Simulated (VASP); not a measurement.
Set up this calculation in VASP 6.6.1, as the native input.

```
Task                   : single point
Functional             : r2SCAN
Potentials or basis    : VASP PAW PBE potentials, release 64 (K_sv, Ta_pv, O)
Cutoff                 : 520 eV
k mesh                 : 6 × 6 × 6
Occupations            : gaussian, width 0.05 eV
Spin                   : no spin polarisation
Dipole correction      : no
Further INCAR settings : ALGO = Normal; EDIFF = 1e-07; NBANDS = 27
```

The system is KTaO3.

```xyz
5
Lattice="3.8886 0.0000 0.0000 0.0000 3.8886 0.0000 0.0000 0.0000 4.1877" Properties=species:S:1:pos:R:3 pbc="T T T"
K     1.9443    1.9443    2.0939
Ta    0.0000    0.0000    0.0000
O     1.9443    0.0000    0.0000
O     0.0000    1.9443    0.0000
O     0.0000    0.0000    2.0939
```

This cell differs from its parent crystal: strain -0.025 along x and y, +0.050 along z.

The input as run:

POSCAR

```
KTaO3
1.0
    3.8885925000      0.0000000000      0.0000000000
    0.0000000000      3.8885925000      0.0000000000
    0.0000000000      0.0000000000      4.1877150000
K Ta O
1 1 3
Direct
    0.5000000000      0.5000000000      0.5000000000
    0.0000000000      0.0000000000      0.0000000000
    0.5000000000      0.0000000000      0.0000000000
    0.0000000000      0.5000000000      0.0000000000
    0.0000000000      0.0000000000      0.5000000000
```

INCAR.step1

```
PREC = Accurate
ENCUT = 520
ISMEAR = 0
SIGMA = 0.05
LREAL = F
LASPH = T
NELM = 80
NBANDS = 27
GGA = PE
ALGO = Normal
EDIFF = 1E-4
LWAVE = T
LCHARG = F
```

INCAR.step2

```
PREC = Accurate
ENCUT = 520
EDIFF = 1E-7
ISMEAR = 0
SIGMA = 0.05
LREAL = F
LASPH = T
NELM = 80
ALGO = Normal
ISIF = 2
LWAVE = F
LCHARG = T
METAGGA = R2SCAN
LMIXTAU = T
LELF = T
LVHAR = T
NBANDS = 27
ISTART = 1
```

KPOINTS

```
Automatic mesh
0
Gamma
  6 6 6
```

Potentials or basis: VASP PAW PBE potentials, release 64 (K_sv, Ta_pv, O).

Command:

```bash
$ cat potpaw_PBE.64/K_sv/POTCAR potpaw_PBE.64/Ta_pv/POTCAR potpaw_PBE.64/O/POTCAR > POTCAR
$ cp INCAR.step1 INCAR
$ mpirun -np 1 vasp_std > vasp.out
$ cp INCAR.step2 INCAR
$ mpirun -np 1 vasp_std > vasp.out
```

Results of the run:

```
Pressure               : 3.8 GPa
Band gap on the k mesh : 2.49 eV (least direct gap 3.04 eV)
```

Caveat: the cell differs from its parent crystal (strain -0.025 along x and y, +0.050 along z); the cell stands under pressure; the PAW data sets were made with another functional, which shifts forces and pressure a little; spin-orbit coupling is left out, which moves the levels of the heavy elements.

Run time: 6.7 min on 1 thread of Intel(R) Xeon(R) Platinum 8259CL CPU @ 2.50GHz (Skylake/Cascade Lake), with other jobs on the host, peak memory 0.22 GiB.
